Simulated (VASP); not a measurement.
# HfB (Fm-3m) in VASP: notebook

Runs on HfB. Level: PBE. Tasks: single point.

Everything below comes from runs of VASP 6.6.1. Logs are shortened: lines on timing, memory, paths and dates and some standing lists are left out, and cuts for length are marked.

**1. The cell of the first run**

It takes space group Fm-3m (No. 225, cubic). Conventional cell: a = 4.658 Å, b = 4.658 Å, c = 4.658 Å, α = 90.00°, β = 90.00°, γ = 90.00°. Within 3.1 Å of Hf (site symmetry m-3m) lie 6 B at 2.33 Å. Within 3.1 Å of B (site symmetry m-3m) lie 6 Hf at 2.33 Å.

**2. Single point, PBE (volume scaled by 1.025)**

The input, INCAR:

```
PREC = Accurate
ENCUT = 520
EDIFF = 1E-7
ISMEAR = -1
SIGMA = 0.05
LREAL = F
LASPH = T
NELM = 80
ALGO = Normal
ISIF = 2
LWAVE = F
LCHARG = T
GGA = PE
LELF = T
LVHAR = T
NBANDS = 14
```

The input, KPOINTS:

```
Automatic mesh
0
Gamma
  15 15 15
```

The input, POSCAR:

```
HfB
1.0
    0.0000000000      2.3290917749      2.3290917749
    2.3290917749      0.0000000000      2.3290917749
    2.3290917749      2.3290917749      0.0000000000
Hf B
1 1
Direct
    0.5000000000      0.5000000000      0.5000000000
    0.0000000000      0.0000000000      0.0000000000
```

Potentials or basis: VASP PAW PBE potentials, release 64 (Hf_pv, B).

Run with:

```
$ cat potpaw_PBE.64/Hf_pv/POTCAR potpaw_PBE.64/B/POTCAR > POTCAR
$ mpirun -np 1 vasp_std > vasp.out
```

OUTCAR:

```text
PREC = Accurate
   ENCUT = 520
   EDIFF = 1E-7
   ISMEAR = -1
   LREAL = F
   LASPH = T
   NELM = 80
   ISIF = 2
   GGA = PE

 ion  position               nearest neighbor table
   1  0.500  0.500  0.500-   2 2.33   2 2.33   2 2.33   2 2.33   2 2.33   2 2.33
   2  0.000  0.000  0.000-   1 2.33   1 2.33   1 2.33   1 2.33   1 2.33   1 2.33

  LATTYP: Found a face centered cubic cell.
 ALAT       =     4.6581835498

  Lattice vectors:

 A1 = (   0.0000000000,   2.3290917749,   2.3290917749)
 A2 = (   2.3290917749,   0.0000000000,   2.3290917749)
 A3 = (   2.3290917749,   2.3290917749,   0.0000000000)

Analysis of symmetry for initial positions (statically):
=====================================================================
 Subroutine PRICEL returns:
 Original cell was already a primitive cell.

 Routine SETGRP: Setting up the symmetry group for a
 face centered cubic supercell.

 Subroutine GETGRP returns: Found 48 space group operations
 (whereof 48 operations were pure point group operations)
 out of a pool of 48 trial point group operations.

The static configuration has the point symmetry O_h .

Analysis of symmetry for dynamics (positions and initial velocities):
=====================================================================
 Subroutine PRICEL returns:
 Original cell was already a primitive cell.

 Routine SETGRP: Setting up the symmetry group for a
 face centered cubic supercell.

 Subroutine GETGRP returns: Found 48 space group operations
 (whereof 48 operations were pure point group operations)
 out of a pool of 48 trial point group operations.

The dynamic configuration has the point symmetry O_h .

 Subroutine INISYM returns: Found 48 space group operations
 (whereof 48 operations are pure point group operations),
 and found     1 'primitive' translations

----------------------------------------------------------------------------------------

                                     Primitive cell

  volume of cell :      25.2691

  direct lattice vectors                    reciprocal lattice vectors
     0.000000000  2.329091775  2.329091775    -0.214675955  0.214675955  0.214675955
     2.329091775  0.000000000  2.329091775     0.214675955 -0.214675955  0.214675955
     2.329091775  2.329091775  0.000000000     0.214675955  0.214675955 -0.214675955

  length of vectors
     3.293833176  3.293833176  3.293833176     0.371829660  0.371829660  0.371829660

  position of ions in fractional coordinates (direct lattice)
     0.500000000  0.500000000  0.500000000
     0.000000000  0.000000000  0.000000000

  ion indices of the primitive-cell ions
   primitive index   ion index
                 1           1
[... 85 lines left out ...]
   NUPDOWN=      -1.0000    fix difference up-down
   EMIN   =  10.00;   EMAX   =-10.00  energy-range for DOS
   EFERMI =   0.00;   METHOD = LEGACY
   ISMEAR =    -1;   SIGMA  =   0.05  broadening in eV -4-tet -1-fermi 0-gaus
   EFERMI_NEDOS =   21; number of points for ismear=-14 and -15
   IALGO  =     38    algorithm
   IMIX   =      4    mixing-type and parameters
     AMIX     =   0.40;   BMIX     =  1.00
     AMIX_MAG =   1.60;   BMIX_MAG =  1.00
  volume/ion in A,a.u.               =      12.63        85.26
  Fermi-wavevector in a.u.,A,eV,Ry     =   1.311775  2.478895 23.412275  1.720754
  Thomas-Fermi vector in A             =   2.442213
   LORBIT       =      0    0 simple, 1 ext, 2 COOP (PROOUT), +10 PAW based schemes
   GGA     = PE    functional components
   LHFCALC =     F    Hartree Fock is set to
   AEXX    =    0.0000 exact exchange contribution
   IVDW    =     0    specifies the selected vdW correction
   LEPSILON=     F    determine dielectric tensor
   LRPA    =     F    only Hartree local field effects (RPA)
 non-spin polarized calculation
  energy-cutoff  :      520.00
  volume of cell :       25.27
 maximum number of plane-waves:       701
   NGX = 13   NGY = 13   NGZ = 13

 number of electron      13.0000000 magnetization

 Free energy of the ion-electron system (eV)
  ---------------------------------------------------
  ext. energy  EPLUGINS =         0.00000000
  ---------------------------------------------------
  free energy    TOTEN  =       -17.26099706 eV

  energy without entropy =      -17.25322049  energy(sigma->0) =      -17.25710878

 E-fermi :   4.9933     XC(G=0): -12.1852

 val. band max:        4.9700366335   @ k =  -0.1333   0.2000   0.0667
 cond. band min:       5.0009706273   @ k =   0.4000   0.2667   0.1333
 fundamental gap:      0.0309339938
 Fermi energy:         4.9933408333

 k-point     1 :       0.0000    0.0000    0.0000
  band No.  band energies     occupation
      1     -23.4618      2.00000
      2     -23.4618      2.00000
      3     -23.4618      2.00000
      4      -4.5255      2.00000
      5       7.1441      0.00000
      6       7.1441      0.00000
      7       7.1441      0.00000
      8       8.8558      0.00000
      9       8.8558      0.00000
     10       8.8558      0.00000
     11       9.1007      0.00000
     12       9.1007      0.00000
     13      16.5475      0.00000
     14      17.6046      0.00000
[... 377 lines left out ...]
      1     -23.6509      2.00000
      2     -23.5209      2.00000
      3     -23.5137      2.00000
      4      -3.4749      2.00000
      5       4.5150      1.99986
      6       5.6605      0.00000
      7       6.3184      0.00000
      8       6.9325      0.00000
      9       9.3917      0.00000
     10      10.7065      0.00000
     11      11.2990      0.00000
     12      13.9512      0.00000
     13      18.9302      0.00000
     14      19.0789      0.00000

 [... further k-points ...]

------------------------ aborting loop because EDIFF is reached ----------------------------------------

  FORCE on cell =-STRESS in cart. coord.  units (eV):
  Direction    XX          YY          ZZ          XY          YZ          ZX
  --------------------------------------------------------------------------------------
  -------------------------------------------------------------------------------------
  Total        3.7846763      3.7846763      3.7846763     -0.0000000     -0.0000000      0.0000000
  in kB      239.9658964    239.9658964    239.9658964     -0.0000000     -0.0000000      0.0000000
  external PRESSURE =     239.9658964 kB  Pullay stress =       0.0000000 kB

 VOLUME and BASIS-vectors are now :
 -----------------------------------------------------------------------------
  energy-cutoff  :      520.00
  volume of cell :       25.27
      direct lattice vectors                 reciprocal lattice vectors
     0.000000000  2.329091775  2.329091775    -0.214675955  0.214675955  0.214675955
     2.329091775  0.000000000  2.329091775     0.214675955 -0.214675955  0.214675955
     2.329091775  2.329091775  0.000000000     0.214675955  0.214675955 -0.214675955

 POSITION                                       TOTAL-FORCE (eV/Angst)
 -----------------------------------------------------------------------------------
      2.32909      2.32909      2.32909         0.000000     -0.000000     -0.000000
      0.00000      0.00000      0.00000        -0.000000      0.000000      0.000000
 -----------------------------------------------------------------------------------
    total drift:                                0.000000     -0.000000      0.000000

  FREE ENERGIE OF THE ION-ELECTRON SYSTEM (eV)
  ---------------------------------------------------
  free  energy   TOTEN  =       -17.2609970631 eV

  energy  without entropy=      -17.2532204902  energy(sigma->0) =      -17.25710878
```

It took 28 s on 1 thread of Intel Xeon 8259CL, shared host; peak memory 0.17 GiB.

Results:

- Free energy: -17.2610 eV
- Pressure: 24.0 GPa

Levels at points of the mesh, in eV from the Fermi level:
```tsv
k point	band 3	band 4	band 5	band 6	band 7	band 8	band 9	band 10	band 11	band 12
(0.00, 0.00, 0.00)	-28.46	-9.52	2.15	2.15	2.15	3.86	3.86	3.86	4.11	4.11
```

Caveat: the cell differs from its parent crystal (volume scaled by 1.025); spin-orbit coupling is left out, which moves the levels of the heavy elements.

**3. Single point, PBE (volume scaled by 1.05)**

The input, INCAR:

```
  PREC = Accurate
  ENCUT = 520
  EDIFF = 1E-6
  ISMEAR = -1
  SIGMA = 0.05
  LREAL = False
  LASPH = True
  NELM = 100
  ALGO = Normal
  ISIF = 2
  LWAVE = False
  LCHARG = False
  GGA = PE
  NBANDS = 14
```

KPOINTS is that of step 2.

The input, POSCAR:

```
HfB
1.0
    0.0000000000      2.3478755842      2.3478755842
    2.3478755842      0.0000000000      2.3478755842
    2.3478755842      2.3478755842      0.0000000000
Hf B
1 1
Direct
    0.5000000000      0.5000000000      0.5000000000
    0.0000000000      0.0000000000      0.0000000000
```

Potentials or basis: VASP PAW PBE potentials, release 64 (Hf_pv, B).

Run with:

```
$ cat potpaw_PBE.64/Hf_pv/POTCAR potpaw_PBE.64/B/POTCAR > POTCAR
$ mpirun -np 1 vasp_std > vasp.out
```

Wall time 64 s (1 thread of Intel Xeon 8259CL, shared host); peak memory 0.19 GiB.

Results (log left out):

```yaml
Free_energy: -17.3418 eV
Pressure: 18.0 GPa
```

Levels at points of the mesh, in eV from the Fermi level:
| k point | band 4 | band 5 | band 6 | band 7 | band 8 | band 9 | band 10 | band 11 |
| --- | --- | --- | --- | --- | --- | --- | --- | --- |
| (0.00, 0.00, 0.00) | -9.44 | 2.12 | 2.12 | 2.12 | 3.79 | 3.79 | 3.79 | 4.01 |

Caveat: the cell differs from its parent crystal (volume scaled by 1.05); spin-orbit coupling is left out, which moves the levels of the heavy elements.

**4. Single point, PBE**

This run uses another cell than the first one, of 12.33 Å³/atom, 0.976 times its volume.

The input, INCAR:

```
PREC = Accurate ; ENCUT = 520
EDIFF = 1E-7 ; ISMEAR = -1
SIGMA = 0.05 ; LREAL = F
LASPH = T ; NELM = 100
ALGO = Normal ; ISIF = 2
LWAVE = F ; LCHARG = F
GGA = PE ; NBANDS = 14
```

The input, KPOINTS:

```
regular mesh
0
Gamma
  15 15 15
```

The input, POSCAR:

```
HfB
1.0
    0.0000000000      2.3100000000      2.3100000000
    2.3100000000      0.0000000000      2.3100000000
    2.3100000000      2.3100000000      0.0000000000
Hf B
1 1
Direct
    0.5000000000      0.5000000000      0.5000000000
    0.0000000000      0.0000000000      0.0000000000
```

Potentials or basis: VASP PAW PBE potentials, release 64 (Hf_pv, B).

Run with:

```
$ cat potpaw_PBE.64/Hf_pv/POTCAR potpaw_PBE.64/B/POTCAR > POTCAR
$ mpirun -np 1 vasp_std > vasp.out
```

OUTCAR:

```text
PREC = Accurate
   ENCUT = 520
   EDIFF = 1E-7
   ISMEAR = -1
   LREAL = F
   LASPH = T
   NELM = 100
   ISIF = 2
   GGA = PE

 ion  position               nearest neighbor table
   1  0.500  0.500  0.500-   2 2.31   2 2.31   2 2.31   2 2.31   2 2.31   2 2.31
   2  0.000  0.000  0.000-   1 2.31   1 2.31   1 2.31   1 2.31   1 2.31   1 2.31

  LATTYP: Found a face centered cubic cell.
 ALAT       =     4.6200000000

  Lattice vectors:

 A1 = (   0.0000000000,   2.3100000000,   2.3100000000)
 A2 = (   2.3100000000,   0.0000000000,   2.3100000000)
 A3 = (   2.3100000000,   2.3100000000,   0.0000000000)

Analysis of symmetry for initial positions (statically):
=====================================================================
 Subroutine PRICEL returns:
 Original cell was already a primitive cell.

 Routine SETGRP: Setting up the symmetry group for a
 face centered cubic supercell.

 Subroutine GETGRP returns: Found 48 space group operations
 (whereof 48 operations were pure point group operations)
 out of a pool of 48 trial point group operations.

The static configuration has the point symmetry O_h .

Analysis of symmetry for dynamics (positions and initial velocities):
=====================================================================
 Subroutine PRICEL returns:
 Original cell was already a primitive cell.

 Routine SETGRP: Setting up the symmetry group for a
 face centered cubic supercell.

 Subroutine GETGRP returns: Found 48 space group operations
 (whereof 48 operations were pure point group operations)
 out of a pool of 48 trial point group operations.

The dynamic configuration has the point symmetry O_h .

 Subroutine INISYM returns: Found 48 space group operations
 (whereof 48 operations are pure point group operations),
 and found     1 'primitive' translations

----------------------------------------------------------------------------------------

                                     Primitive cell

  volume of cell :      24.6528

  direct lattice vectors                    reciprocal lattice vectors
[... 117 lines left out ...]
   LRPA    =     F    only Hartree local field effects (RPA)
 non-spin polarized calculation
  energy-cutoff  :      520.00
  volume of cell :       24.65
 maximum number of plane-waves:       680
   NGX = 13   NGY = 13   NGZ = 13

 number of electron      13.0000002 magnetization

 Free energy of the ion-electron system (eV)
  ---------------------------------------------------
  ext. energy  EPLUGINS =         0.00000000
  ---------------------------------------------------
  free energy    TOTEN  =       -17.15571805 eV

  energy without entropy =      -17.14799970  energy(sigma->0) =      -17.15185887

 E-fermi :   5.1489     XC(G=0): -12.3028

 val. band max:        5.1217359970   @ k =  -0.1333   0.2000   0.0667
 cond. band min:       5.1630386824   @ k =   0.4000   0.2667   0.1333
 fundamental gap:      0.0413026854
 Fermi energy:         5.1488562969

 k-point     1 :       0.0000    0.0000    0.0000
  band No.  band energies     occupation
      1     -23.1723      2.00000
      2     -23.1723      2.00000
      3     -23.1723      2.00000
      4      -4.4463      2.00000
      5       7.3270      0.00000
      6       7.3270      0.00000
      7       7.3270      0.00000
      8       9.0867      0.00000
      9       9.0867      0.00000
     10       9.0867      0.00000
     11       9.3533      0.00000
     12       9.3533      0.00000
     13      16.8018      0.00000
     14      18.1403      0.00000
[... 377 lines left out ...]
      1     -23.3800      2.00000
      2     -23.2369      2.00000
      3     -23.2290      2.00000
      4      -3.3629      2.00000
      5       4.6578      1.99989
      6       5.8129      0.00000
      7       6.5005      0.00000
      8       7.1186      0.00000
      9       9.6490      0.00000
     10      10.9848      0.00000
     11      11.5949      0.00000
     12      14.3491      0.00000
     13      19.3602      0.00000
     14      19.4902      0.00000

 [... further k-points ...]

------------------------ aborting loop because EDIFF is reached ----------------------------------------

  FORCE on cell =-STRESS in cart. coord.  units (eV):
  Direction    XX          YY          ZZ          XY          YZ          ZX
  --------------------------------------------------------------------------------------
  -------------------------------------------------------------------------------------
  Total        4.7285598      4.7285598      4.7285598     -0.0000000      0.0000000     -0.0000000
  in kB      307.3077643    307.3077643    307.3077643     -0.0000000      0.0000000     -0.0000000
  external PRESSURE =     307.3077643 kB  Pullay stress =       0.0000000 kB

 VOLUME and BASIS-vectors are now :
 -----------------------------------------------------------------------------
  energy-cutoff  :      520.00
  volume of cell :       24.65
      direct lattice vectors                 reciprocal lattice vectors
     0.000000000  2.310000000  2.310000000    -0.216450216  0.216450216  0.216450216
     2.310000000  0.000000000  2.310000000     0.216450216 -0.216450216  0.216450216
     2.310000000  2.310000000  0.000000000     0.216450216  0.216450216 -0.216450216

 POSITION                                       TOTAL-FORCE (eV/Angst)
 -----------------------------------------------------------------------------------
      2.31000      2.31000      2.31000        -0.000000      0.000000      0.000000
      0.00000      0.00000      0.00000         0.000000     -0.000000      0.000000
 -----------------------------------------------------------------------------------
    total drift:                               -0.000000     -0.000000      0.000000

  FREE ENERGIE OF THE ION-ELECTRON SYSTEM (eV)
  ---------------------------------------------------
  free  energy   TOTEN  =       -17.1557180495 eV

  energy  without entropy=      -17.1479996994  energy(sigma->0) =      -17.15185887
```

OSZICAR:

```text
N       E                     dE             d eps       ncg     rms          rms(c)
DAV:   1     0.217884637753E+02    0.21788E+02   -0.69833E+03  3374   0.872E+02
DAV:   2    -0.178308152412E+02   -0.39619E+02   -0.37524E+02  4226   0.193E+02
DAV:   3    -0.187912472128E+02   -0.96043E+00   -0.95717E+00  4200   0.208E+01
DAV:   4    -0.187944578727E+02   -0.32107E-02   -0.32105E-02  3840   0.149E+00
DAV:   5    -0.187944743983E+02   -0.16526E-04   -0.16526E-04  4268   0.959E-02    0.665E+01
DAV:   6    -0.172186960634E+02    0.15758E+01   -0.25505E+00  4026   0.992E+00    0.419E+01
DAV:   7    -0.171877834929E+02    0.30913E-01   -0.83326E-01  4422   0.569E+00    0.951E+00
DAV:   8    -0.171556351221E+02    0.32148E-01   -0.99578E-02  3690   0.192E+00    0.110E+00
DAV:   9    -0.171557456180E+02   -0.11050E-03   -0.57543E-03  4404   0.538E-01    0.158E-01
DAV:  10    -0.171557204878E+02    0.25130E-04   -0.21360E-04  3702   0.961E-02    0.386E-02
DAV:  11    -0.171557179814E+02    0.25064E-05   -0.16301E-05  4074   0.281E-02    0.106E-02
DAV:  12    -0.171557180495E+02   -0.68125E-07   -0.50240E-07  4254   0.557E-03
   1 F= -.17155718E+02 E0= -.17151859E+02  d E =-.771835E-02
```

Wall time 23 s (1 thread of Intel Xeon Platinum 8488C (Sapphire Rapids), shared host); peak memory 0.17 GiB.

Results:

* Free energy: -17.1557 eV
* Pressure: 30.7 GPa

Caveat: spin-orbit coupling is left out, which moves the levels of the heavy elements.

[end of part 1 of 2]
